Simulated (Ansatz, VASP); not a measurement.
**One calculation of Fe, two programs**

```xyz
1
Lattice="-1.3650 1.3650 1.3650 1.3650 -1.3650 1.3650 1.3650 1.3650 -1.3650" Properties=species:S:1:pos:R:3 pbc="T T T"
Fe    0.0000    0.0000    0.0000
```

Alike in both runs: task single point; functional r2SCAN; k mesh 8 × 8 × 8; occupations fermi-dirac, width 0.1 eV; no spin polarisation.

```csv
,VASP,Ansatz
version,VASP 6.6.1,Ansatz 0.2.0
potentials or method,"VASP PAW PBE potentials, release 64 (Fe), cutoff 660 eV","plane waves (500 eV) with PAW, scalar-relativistic"
valence electrons in the cell,8,16
```

Ansatz gave:

* pressure (GPa): -0.2

Task: Which values does VASP return?

Result: Pressure (GPa): 0.3.

VASP's potentials were made for PBE, not for r2SCAN. VASP's potentials hold 8 valence electrons a cell and Ansatz's 16, so a difference there can come from the potentials and not from the codes.

The k mesh is coarse, so the values compare programs but aren't converged.
